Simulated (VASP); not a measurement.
A run of VASP 6.6.1 is set up as follows.

INCAR

```
SYSTEM = Al
ALGO = Normal
EDIFF = 1E-6
ENCUT = 520
GGA = PS
ISIF = 2
ISMEAR = 0
LASPH = .True.
LCHARG = .False.
LREAL = .False.
LWAVE = .False.
NBANDS = 14
NELM = 100
PREC = Accurate
SIGMA = 0.05
```

The input KPOINTS:

```
k-points
0
Gamma
  8 8 2
  0 0 0
```

Contents of POSCAR:

```
Al
1.0
    2.8270770242      0.0000000000      0.0000000000
   -1.4135385121      2.4483205214      0.0000000000
    0.0000000000      0.0000000000      9.1859930700
Al
4
Direct
    0.6512710000      0.3181030000      0.7537220000
   -0.0068000000     -0.0034860000      0.4941930000
    0.3462790000      0.6774530000      0.2479860000
   -0.0057360000     -0.0001190000     -0.0007300000
```

Potentials or basis: VASP PAW PBE potentials, release 64 (Al).

The run is started by

```sh
$ cat potpaw_PBE.64/Al/POTCAR > POTCAR
$ mpirun -np 1 vasp_std > vasp.out
```

Question: Predict the largest force.

Answer: 0.378 eV/Å.

Question: What does it give for the band gap on the k mesh?

Answer: Zero (band 6 reaches 12.20 eV, above the bottom of band 7 at 6.92 eV).

Question: Predict the pressure.

Answer: 2.6 GPa.

Stress tensor (GPa, compression positive):
```
 2.28  0.03  0.00
 0.03  2.22 -0.06
 0.00 -0.06  3.31
```

Caveat: the PAW data sets were made with another functional, which shifts forces and pressure a little.
